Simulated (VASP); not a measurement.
# Al (P6/mmm) in VASP: a series of runs, part 3 of 3

VASP 6.6.1.

## 4. Single point, PBE

This run uses another cell than the first one: it holds 3 atoms, not 1.

File INCAR:

```
SYSTEM = Al
PREC     = Accurate       ! precision mode
ENCUT    = 520            ! plane-wave cutoff, eV
EDIFF    = 1E-6           ! SCF threshold, eV
ISMEAR   = -1             ! smearing method
SIGMA    = 0.05           ! smearing width, eV
LREAL    = .False.        ! projectors in reciprocal space
LASPH    = .True.         ! aspherical terms in the spheres
NELM     = 60             ! most SCF steps
ALGO     = Normal         ! electronic algorithm
ISIF     = 2              ! what is computed and relaxed
LWAVE    = .False.        ! write WAVECAR
LCHARG   = .False.        ! write CHGCAR
GGA      = PE             ! functional
NBANDS   = 12             ! bands
```

File KPOINTS:

```
regular mesh
0
Gamma
  10 10 13
  0 0 0
```

File POSCAR:

```
Al
1.0
    3.8750470548      0.0000000000      0.0000000000
   -1.9375235274      3.3558891903      0.0000000000
    0.0000000000      0.0000000000      2.3316530029
Al
3
Direct
    0.0000000000      0.0000000000      0.0000000000
    0.3333333333      0.6666666667      0.5000000000
    0.6666666667      0.3333333333      0.5000000000
```

Potentials or basis: VASP PAW PBE potentials, release 64 (Al).

Started as:

```bash
$ cat potpaw_PBE.64/Al/POTCAR > POTCAR
$ mpirun -np 1 vasp_std > vasp.out
```

OUTCAR:

```text
SYSTEM = Al
   PREC = Accurate
   ENCUT = 520
   EDIFF = 1E-6
   ISMEAR = -1
   LREAL = .False.
   LASPH = .True.
   NELM = 60
   ISIF = 2
   GGA = PE

 ion  position               nearest neighbor table
   1  0.000  0.000  0.000-   2 2.52   3 2.52   2 2.52   3 2.52   2 2.52   2 2.52   3 2.52   3 2.52
                             3 2.52   3 2.52   2 2.52   2 2.52
   2  0.333  0.667  0.500-   3 2.24   3 2.24   3 2.24   1 2.52   1 2.52   1 2.52   1 2.52   1 2.52
                             1 2.52   3 3.23   3 3.23   3 3.23   3 3.23   3 3.23   3 3.23
   3  0.667  0.333  0.500-   2 2.24   2 2.24   2 2.24   1 2.52   1 2.52   1 2.52   1 2.52   1 2.52
                             1 2.52   2 3.23   2 3.23   2 3.23   2 3.23   2 3.23   2 3.23

  LATTYP: Found a hexagonal cell.
 ALAT       =     3.8750470548
 C/A-ratio  =     0.6017095973

  Lattice vectors:

 A1 = (   3.8750470548,   0.0000000000,   0.0000000000)
 A2 = (  -1.9375235274,   3.3558891903,   0.0000000000)
 A3 = (   0.0000000000,   0.0000000000,   2.3316530029)

Analysis of symmetry for initial positions (statically):
=====================================================================
 Subroutine PRICEL returns:
 Original cell was already a primitive cell.

 Routine SETGRP: Setting up the symmetry group for a
 hexagonal supercell.

 Subroutine GETGRP returns: Found 24 space group operations
 (whereof 24 operations were pure point group operations)
 out of a pool of 24 trial point group operations.

The static configuration has the point symmetry D_6h.

Analysis of symmetry for dynamics (positions and initial velocities):
=====================================================================
 Subroutine PRICEL returns:
 Original cell was already a primitive cell.

 Routine SETGRP: Setting up the symmetry group for a
 hexagonal supercell.

 Subroutine GETGRP returns: Found 24 space group operations
 (whereof 24 operations were pure point group operations)
 out of a pool of 24 trial point group operations.

The dynamic configuration has the point symmetry D_6h.

 Subroutine INISYM returns: Found 24 space group operations
 (whereof 24 operations are pure point group operations),
 and found     1 'primitive' translations

----------------------------------------------------------------------------------------

                                     Primitive cell

  volume of cell :      30.3213

  direct lattice vectors                    reciprocal lattice vectors
     3.875047055  0.000000000  0.000000000     0.258061382  0.148991809  0.000000000
    -1.937523527  3.355889190  0.000000000     0.000000000  0.297983617  0.000000000
     0.000000000  0.000000000  2.331653003     0.000000000  0.000000000  0.428880283

  length of vectors
     3.875047055  3.875047055  2.331653003     0.297983617  0.297983617  0.428880283

  position of ions in fractional coordinates (direct lattice)
     0.000000000  0.000000000  0.000000000
     0.333333333  0.666666667  0.500000000
     0.666666667  0.333333333  0.500000000

  ion indices of the primitive-cell ions
   primitive index   ion index
                 1           1
                 2           2
                 3           3

----------------------------------------------------------------------------------------

 KPOINTS: regular mesh

Automatic generation of k-mesh.
 Grid dimensions read from file:
[... 45 lines left out ...]
  0.400000  0.100000  0.076923     24.000000
 [... further k-points ...]
   k-points           NKPTS =     98   k-points in BZ     NKDIM =     98   number of bands    NBANDS=     12
   number of dos      NEDOS =    301   number of ions     NIONS =      3
   total plane-waves  NPLWV =  16200
   dimension x,y,z NGX =    30 NGY =   30 NGZ =   18
   dimension x,y,z NGXF=    60 NGYF=   60 NGZF=   36
   ions per type =               3
   NGX,Y,Z   is equivalent  to a cutoff of  12.87, 12.87, 12.83 a.u.
   NGXF,Y,Z  is equivalent  to a cutoff of  25.74, 25.74, 25.67 a.u.
 SYSTEM =  Al
   PREC   = accura    normal or accurate (medium, high low for compatibility)
   ISTART =      0    job   : 0-new  1-cont  2-samecut
   ICHARG =      2    charge: 1-file 2-atom 10-const
   ISPIN  =      1    spin polarized calculation?
   LNONCOLLINEAR =      F non collinear calculations
   LSORBIT =      F    spin-orbit coupling
   LASPH  =      T    aspherical Exc in radial PAW
   ENCUT  =  520.0 eV  38.22 Ry    6.18 a.u.   7.21  7.21  4.34*2*pi/ulx,y,z
   NELM   =     60;   NELMIN=  2; NELMDL= -5     # of ELM steps
   EDIFF  = 0.1E-05   stopping-criterion for ELM
   LREAL  =      F    real-space projection
   EDIFFG = 0.1E-04   stopping-criterion for IOM
   NSW    =      0    number of steps for IOM
   IBRION =     -1    ionic relax: 0-MD 1-quasi-New 2-CG
   NFREE  =      0    steps in history (QN), initial steepest desc. (CG)
   ISIF   =      2    stress and relaxation
   ISYM   =      2    0-nonsym 1-usesym 2-fastsym
   POTIM  = 0.5000    time-step for ionic-motion
   TEBEG  =    0.0;   TEEND  =   0.0 temperature during run
   PSTRESS=    0.0 pullay stress
   NELECT =       9.0000    total number of electrons
   NUPDOWN=      -1.0000    fix difference up-down
   EMIN   =  10.00;   EMAX   =-10.00  energy-range for DOS
   EFERMI =   0.00;   METHOD = LEGACY
   ISMEAR =    -1;   SIGMA  =   0.05  broadening in eV -4-tet -1-fermi 0-gaus
   EFERMI_NEDOS =   21; number of points for ismear=-14 and -15
   IALGO  =     38    algorithm
   IMIX   =      4    mixing-type and parameters
     AMIX     =   0.40;   BMIX     =  1.00
     AMIX_MAG =   1.60;   BMIX_MAG =  1.00
  volume/ion in A,a.u.               =      10.11        68.21
  Fermi-wavevector in a.u.,A,eV,Ry     =   1.092042  2.063661 16.225717  1.192557
  Thomas-Fermi vector in A             =   2.228300
   LORBIT       =      0    0 simple, 1 ext, 2 COOP (PROOUT), +10 PAW based schemes
   GGA     = PE    functional components
   LHFCALC =     F    Hartree Fock is set to
   AEXX    =    0.0000 exact exchange contribution
   IVDW    =     0    specifies the selected vdW correction
   LEPSILON=     F    determine dielectric tensor
   LRPA    =     F    only Hartree local field effects (RPA)
 non-spin polarized calculation
  energy-cutoff  :      520.00
  volume of cell :       30.32
 maximum number of plane-waves:       843
 NGX is ok and might be reduce to    30

 number of electron       9.0000000 magnetization

 Free energy of the ion-electron system (eV)
  ---------------------------------------------------
  ext. energy  EPLUGINS =         0.00000000
  ---------------------------------------------------
  free energy    TOTEN  =        -6.28600718 eV

  energy without entropy =       -6.27929824  energy(sigma->0) =       -6.28265271

 E-fermi :  14.1185     XC(G=0): -12.1236

 val. band max:       14.0485697975   @ k =   0.2000   0.1000   0.3077
 cond. band min:      14.1375405017   @ k =   0.1000   0.0000   0.4615
 fundamental gap:      0.0889707042
 Fermi energy:        14.1185124249

 k-point     1 :       0.0000    0.0000    0.0000
  band No.  band energies     occupation
      1      -0.7429      2.00000
      2      10.6480      2.00000
      3      10.6480      2.00000
      4      10.7107      2.00000
      5      10.7107      2.00000
      6      13.7844      1.99750
      7      14.1821      0.43811
      8      24.8891      0.00000
      9      25.1584      0.00000
     10      31.6685      0.00000
     11      31.6685      0.00000
     12      31.8661      0.00000
[... 331 lines left out ...]
 k-point    24 :       0.4000    0.1000    0.0769
  band No.  band energies     occupation
      1       2.1162      2.00000
      2       3.3696      2.00000
      3       6.9450      2.00000
      4      10.9058      2.00000
      5      17.5052      0.00000
      6      19.7438      0.00000
      7      21.0223      0.00000
      8      22.6232      0.00000
      9      22.9310      0.00000
     10      25.5911      0.00000
     11      26.3828      0.00000
     12      27.8632      0.00000

 [... further k-points ...]
[... 5 lines left out ...]
  --------------------------------------------------------------------------------------
  -------------------------------------------------------------------------------------
  Total       20.8696334     20.8696334     20.8657316      0.0000000      0.0000000      0.0000000
  in kB     1102.7495524   1102.7495524   1102.5433835      0.0000000      0.0000000      0.0000000
  external PRESSURE =    1102.6808294 kB  Pullay stress =       0.0000000 kB

 VOLUME and BASIS-vectors are now :
 -----------------------------------------------------------------------------
  energy-cutoff  :      520.00
  volume of cell :       30.32
      direct lattice vectors                 reciprocal lattice vectors
     3.875047055  0.000000000  0.000000000     0.258061382  0.148991809  0.000000000
    -1.937523527  3.355889190  0.000000000     0.000000000  0.297983617  0.000000000
     0.000000000  0.000000000  2.331653003     0.000000000  0.000000000  0.428880283

 POSITION                                       TOTAL-FORCE (eV/Angst)
 -----------------------------------------------------------------------------------
      0.00000      0.00000      0.00000        -0.000000      0.000000      0.000000
     -0.00000      2.23726      1.16583        -0.000000      0.000000     -0.000000
      1.93752      1.11863      1.16583         0.000000     -0.000000      0.000000
 -----------------------------------------------------------------------------------
    total drift:                                0.000000     -0.000000     -0.000000

  FREE ENERGIE OF THE ION-ELECTRON SYSTEM (eV)
  ---------------------------------------------------
  free  energy   TOTEN  =        -6.2860071847 eV

  energy  without entropy=       -6.2792982352  energy(sigma->0) =       -6.28265271
```

Run time: 34 s. Hardware: 1 thread of Intel Xeon Platinum 8259CL at 2.50GHz (Skylake/Cascade Lake), shared host; peak memory 0.15 GiB.

Results:

```
Free energy : -6.2860 eV
Pressure    : 110.3 GPa
```

## 5. Single point, PBE

This run uses another cell than the first one: it holds 3 atoms, not 1.

File INCAR:

```
PREC     = Accurate       # precision mode
ENCUT    = 520            # plane-wave cutoff, eV
EDIFF    = 1E-6           # SCF threshold, eV
ISMEAR   = -1             # smearing method
SIGMA    = 0.05           # smearing width, eV
LREAL    = False          # projectors in reciprocal space
LASPH    = True           # aspherical terms in the spheres
NELM     = 100            # most SCF steps
ALGO     = Normal         # electronic algorithm
ISIF     = 2              # what is computed and relaxed
LWAVE    = False          # write WAVECAR
LCHARG   = False          # write CHGCAR
GGA      = PE             # functional
NBANDS   = 12             # bands
```

File KPOINTS:

```
Automatic mesh
0
Gamma
  10 10 13
```

File POSCAR:

```
Al
1.0
    3.8735916041      0.0000000000      0.0000000000
   -1.9367958021      3.3546287331      0.0000000000
    0.0000000000      0.0000000000      2.3307881219
Al
3
Direct
    0.0000000000      0.0000000000      0.0000000000
    0.3333333333      0.6666666667      0.5000000000
    0.6666666667      0.3333333333      0.5000000000
```

Potentials or basis: VASP PAW PBE potentials, release 64 (Al).

Started as:

```bash
$ cat potpaw_PBE.64/Al/POTCAR > POTCAR
$ mpirun -np 1 vasp_std > vasp.out
```

OUTCAR:

```text
PREC = Accurate
   ENCUT = 520
   EDIFF = 1E-6
   ISMEAR = -1
   LREAL = False
   LASPH = True
   NELM = 100
   ISIF = 2
   GGA = PE

 ion  position               nearest neighbor table
   1  0.000  0.000  0.000-   2 2.52   3 2.52   2 2.52   3 2.52   3 2.52   3 2.52   2 2.52   2 2.52
                             3 2.52   3 2.52   2 2.52   2 2.52
   2  0.333  0.667  0.500-   3 2.24   3 2.24   3 2.24   1 2.52   1 2.52   1 2.52   1 2.52   1 2.52
                             1 2.52   3 3.23   3 3.23   3 3.23   3 3.23   3 3.23   3 3.23
   3  0.667  0.333  0.500-   2 2.24   2 2.24   2 2.24   1 2.52   1 2.52   1 2.52   1 2.52   1 2.52
                             1 2.52   2 3.23   2 3.23   2 3.23   2 3.23   2 3.23   2 3.23

  LATTYP: Found a hexagonal cell.
 ALAT       =     3.8735916041
 C/A-ratio  =     0.6017124055

  Lattice vectors:

 A1 = (   3.8735916041,   0.0000000000,   0.0000000000)
 A2 = (  -1.9367958021,   3.3546287331,   0.0000000000)
 A3 = (   0.0000000000,   0.0000000000,   2.3307881219)

Analysis of symmetry for initial positions (statically):
=====================================================================
 Subroutine PRICEL returns:
 Original cell was already a primitive cell.

 Routine SETGRP: Setting up the symmetry group for a
 hexagonal supercell.

 Subroutine GETGRP returns: Found 24 space group operations
 (whereof 24 operations were pure point group operations)
 out of a pool of 24 trial point group operations.

The static configuration has the point symmetry D_6h.

Analysis of symmetry for dynamics (positions and initial velocities):
=====================================================================
 Subroutine PRICEL returns:
 Original cell was already a primitive cell.

 Routine SETGRP: Setting up the symmetry group for a
 hexagonal supercell.

 Subroutine GETGRP returns: Found 24 space group operations
 (whereof 24 operations were pure point group operations)
 out of a pool of 24 trial point group operations.

The dynamic configuration has the point symmetry D_6h.

 Subroutine INISYM returns: Found 24 space group operations
 (whereof 24 operations are pure point group operations),
 and found     1 'primitive' translations
[... 123 lines left out ...]
   LHFCALC =     F    Hartree Fock is set to
   AEXX    =    0.0000 exact exchange contribution
   IVDW    =     0    specifies the selected vdW correction
   LEPSILON=     F    determine dielectric tensor
   LRPA    =     F    only Hartree local field effects (RPA)
 non-spin polarized calculation
  energy-cutoff  :      520.00
  volume of cell :       30.29
 maximum number of plane-waves:       843
 NGX is ok and might be reduce to    30

 number of electron       9.0000000 magnetization

 Free energy of the ion-electron system (eV)
  ---------------------------------------------------
  ext. energy  EPLUGINS =         0.00000000
  ---------------------------------------------------
  free energy    TOTEN  =        -6.26254419 eV

  energy without entropy =       -6.25582565  energy(sigma->0) =       -6.25918492

 E-fermi :  14.1350     XC(G=0): -12.1284

 val. band max:       14.0658565231   @ k =   0.2000   0.1000   0.3077
 cond. band min:      14.1535180519   @ k =   0.1000  -0.0000   0.4615
 fundamental gap:      0.0876615288
 Fermi energy:        14.1350289613

 k-point     1 :       0.0000    0.0000    0.0000
  band No.  band energies     occupation
      1      -0.7355      2.00000
      2      10.6618      2.00000
      3      10.6618      2.00000
      4      10.7245      2.00000
      5      10.7245      2.00000
      6      13.8035      1.99737
      7      14.2028      0.41020
      8      24.9159      0.00000
      9      25.1844      0.00000
     10      31.6949      0.00000
     11      31.6949      0.00000
     12      31.8948      0.00000
[... 331 lines left out ...]
 k-point    24 :       0.4000    0.1000    0.0769
  band No.  band energies     occupation
      1       2.1256      2.00000
      2       3.3799      2.00000
      3       6.9574      2.00000
      4      10.9211      2.00000
      5      17.5236      0.00000
      6      19.7635      0.00000
      7      21.0430      0.00000
      8      22.6453      0.00000
      9      22.9526      0.00000
     10      25.6193      0.00000
     11      26.4100      0.00000
     12      27.8882      0.00000

 [... further k-points ...]
[... 5 lines left out ...]
  --------------------------------------------------------------------------------------
  -------------------------------------------------------------------------------------
  Total       20.9386701     20.9386701     20.9322554     -0.0000000     -0.0000000     -0.0000000
  in kB     1107.6398899   1107.6398899   1107.3005574     -0.0000000     -0.0000000     -0.0000000
  external PRESSURE =    1107.5267791 kB  Pullay stress =       0.0000000 kB

 VOLUME and BASIS-vectors are now :
 -----------------------------------------------------------------------------
  energy-cutoff  :      520.00
  volume of cell :       30.29
      direct lattice vectors                 reciprocal lattice vectors
     3.873591604  0.000000000  0.000000000     0.258158346  0.149047790  0.000000000
    -1.936795802  3.354628733  0.000000000     0.000000000  0.298095581  0.000000000
     0.000000000  0.000000000  2.330788122     0.000000000  0.000000000  0.429039427

 POSITION                                       TOTAL-FORCE (eV/Angst)
 -----------------------------------------------------------------------------------
      0.00000      0.00000      0.00000         0.000000      0.000000      0.000000
     -0.00000      2.23642      1.16539        -0.000000     -0.000000      0.000000
      1.93680      1.11821      1.16539         0.000000      0.000000      0.000000
 -----------------------------------------------------------------------------------
    total drift:                                0.000000     -0.000000     -0.000000

  FREE ENERGIE OF THE ION-ELECTRON SYSTEM (eV)
  ---------------------------------------------------
  free  energy   TOTEN  =        -6.2625441869 eV

  energy  without entropy=       -6.2558256496  energy(sigma->0) =       -6.25918492
```

OSZICAR:

```text
N       E                     dE             d eps       ncg     rms          rms(c)
DAV:   1     0.122759007002E+02    0.12276E+02   -0.33410E+03  2360   0.562E+02
DAV:   2    -0.598604737664E+01   -0.18262E+02   -0.17529E+02  3060   0.953E+01
DAV:   3    -0.648461234838E+01   -0.49856E+00   -0.49537E+00  2996   0.122E+01
DAV:   4    -0.648697990774E+01   -0.23676E-02   -0.23673E-02  2680   0.104E+00
DAV:   5    -0.648700173871E+01   -0.21831E-04   -0.21831E-04  2952   0.101E-01    0.473E+00
DAV:   6    -0.634905172627E+01    0.13795E+00   -0.69586E-03  2664   0.464E-01    0.272E+00
DAV:   7    -0.626300156414E+01    0.86050E-01   -0.17425E-02  2616   0.770E-01    0.518E-01
DAV:   8    -0.626293346592E+01    0.68098E-04   -0.53334E-04  2888   0.143E-01    0.231E-01
DAV:   9    -0.626254665852E+01    0.38681E-03   -0.12064E-04  2596   0.583E-02    0.796E-02
DAV:  10    -0.626254482792E+01    0.18306E-05   -0.18547E-06  2904   0.949E-03    0.262E-02
DAV:  11    -0.626254418687E+01    0.64105E-06   -0.63050E-08  1500   0.170E-03
   1 F= -.62625442E+01 E0= -.62591849E+01  d E =-.671854E-02
```

Run time: 33 s. Hardware: 1 thread of Intel Xeon Platinum 8259CL at 2.50GHz (Skylake/Cascade Lake), shared host; peak memory 0.15 GiB.

What came out:

```
Free energy : -6.2625 eV
Pressure    : 110.8 GPa
```

## 6. The runs side by side

```tsv
cell	k mesh	gap on the mesh (eV)	pressure (GPa)
a = 2.331, b = 2.331, c = 2.282 Å, angles 90.0, 90.0, 120.0°, 1 atom	19 × 19 × 17	none	110.4
a = 2.330, b = 2.330, c = 2.281 Å, angles 90.0, 90.0, 120.0°, 1 atom	19 × 19 × 17	none	110.9
a = 3.875, b = 3.875, c = 2.332 Å, angles 90.0, 90.0, 120.0°, 3 atoms	10 × 10 × 13	none	110.3
a = 3.874, b = 3.874, c = 2.331 Å, angles 90.0, 90.0, 120.0°, 3 atoms	10 × 10 × 13	none	110.8
```

Alike in all rows: task single point; level PBE; potentials or basis VASP PAW PBE potentials, release 64 (Al); no spin polarisation; cutoff (eV) 520; smearing fermi-dirac 0.05 eV.

Absolute energies hang on the potentials; compare differences alone.
